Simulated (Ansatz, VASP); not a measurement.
# One calculation of Si3C, two programs

INCAR

```
SYSTEM = Si3C
ALGO = Normal ; EDIFF = 1E-6
EDIFFG = -0.01 ; ENCUT = 600
GGA = PE ; IBRION = 2
ISIF = 3 ; ISMEAR = 0
LASPH = .TRUE. ; LCHARG = .FALSE.
LREAL = .FALSE. ; LWAVE = .FALSE.
NELM = 80 ; NSW = 100
PREC = Accurate ; SIGMA = 0.1
```

The input KPOINTS:

```
k-points
0
G
  12 12 16
  0 0 0
```

Contents of POSCAR:

```
Si3C
1.0
    2.5226738312     -3.1915018491      0.0000000000
    2.5226738312      3.1915018491      0.0000000000
    0.0000000000      0.0000000000      3.0577481890
Si C
3 1
Direct
    0.0000000000      0.5000000000      0.0000000000
    0.0000000000      0.0000000000      0.5000000000
    0.5000000000      0.0000000000      0.0000000000
    0.5000000000      0.5000000000      0.5000000000
```

Input for Ansatz:

```yaml
crystal:
  lattice:
    - [2.5226738312, -3.1915018491, 0.0]
    - [2.5226738312, 3.1915018491, 0.0]
    - [0.0, 0.0, 3.057748189]
  atoms:
    - { symbol: Si, position: [0.0, 0.5, 0.0] }
    - { symbol: Si, position: [0.0, 0.0, 0.5] }
    - { symbol: Si, position: [0.5, 0.0, 0.0] }
    - { symbol: C, position: [0.5, 0.5, 0.5] }
basis:
  ecutwfc: 420
kpoints:
  mp_grid: { grid: [12, 12, 16] }
hamiltonian:
  xc: pbe
scf:
  occupations: { method: gaussian, width: 0.1 }
output:
  forces: true
  stress: true
  eigenvalues: true
  write_density: true
  write_potential: true
  elf: true
  volumetric_format: npy
relax:
  adjacent_minimum: "off"
  f_tol: 0.01
  max_steps: 80
  cell: { stress_tol: 0.05 }
```

Alike in both runs: task relaxation of cell and atoms; functional PBE; k mesh 12 × 12 × 16; occupations gaussian, width 0.1 eV; no spin polarisation.

|  | VASP | Ansatz |
| --- | --- | --- |
| version | VASP 6.6.1 | Ansatz 0.2.0 |
| potentials or method | VASP PAW PBE potentials, release 64 (Si, C), cutoff 600 eV | scalar-relativistic, plane waves, PAW |
| valence electrons in the cell | 16 | 16 |

```tsv
	VASP	Ansatz	Ansatz less VASP
gap on the k mesh at the Fermi level, each at its own relaxed structure (eV)	none	none	-
relaxed volume (Å³/atom)	12.26	12.27	+0.009
relaxed cell length with the largest relative difference (Å)	4.017	4.019	+0.0025
```

A gap of «none» marks a metal or a gap that the smearing closes.
